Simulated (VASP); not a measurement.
Here is a VASP 6.6.1 calculation.

The input INCAR:

```
SYSTEM = Cs
PREC     = Accurate       ! precision mode
ENCUT    = 520            ! plane-wave cutoff, eV
EDIFF    = 1E-6           ! SCF threshold, eV
ISMEAR   = 0              ! smearing method
SIGMA    = 0.1            ! smearing width, eV
LREAL    = .False.        ! projectors in reciprocal space
LASPH    = .True.         ! aspherical terms in the spheres
NELM     = 80             ! most SCF steps
ALGO     = Fast           ! electronic algorithm
ISIF     = 2              ! what is computed and relaxed
LWAVE    = .False.        ! write WAVECAR
LCHARG   = .True.         ! write CHGCAR
GGA      = PE             ! functional
LELF     = .True.         ! ELF
LVHAR    = .True.       
NBANDS   = 26             ! bands
```

KPOINTS

```
Automatic mesh
0
Gamma
  12 12 4
  0 0 0
```

POSCAR

```
Cs
1.0
    5.4858954951      0.0000000000      0.0000000000
   -2.7429477476      4.7509248612      0.0000000000
    0.0000000000      0.0000000000     17.8948871598
Cs
4
Direct
    0.0000000000      0.0000000000      0.0000000000
    0.3333333333      0.6666666667      0.2500000000
    0.0000000000      0.0000000000      0.5000000000
    0.6666666667      0.3333333333      0.7500000000
```

Potentials or basis: VASP PAW PBE potentials, release 64 (Cs_sv).

Launch:

```console
$ cat potpaw_PBE.64/Cs_sv/POTCAR > POTCAR
$ mpirun -np 1 vasp_std > vasp.out
```

Predict the band gap on the k mesh.

zero (bands 18 and 19 overlap by 1.73 eV).

What does it give for the pressure?

0.0 GPa.

Caveat: spin-orbit coupling is left out, which moves the levels of the heavy elements.
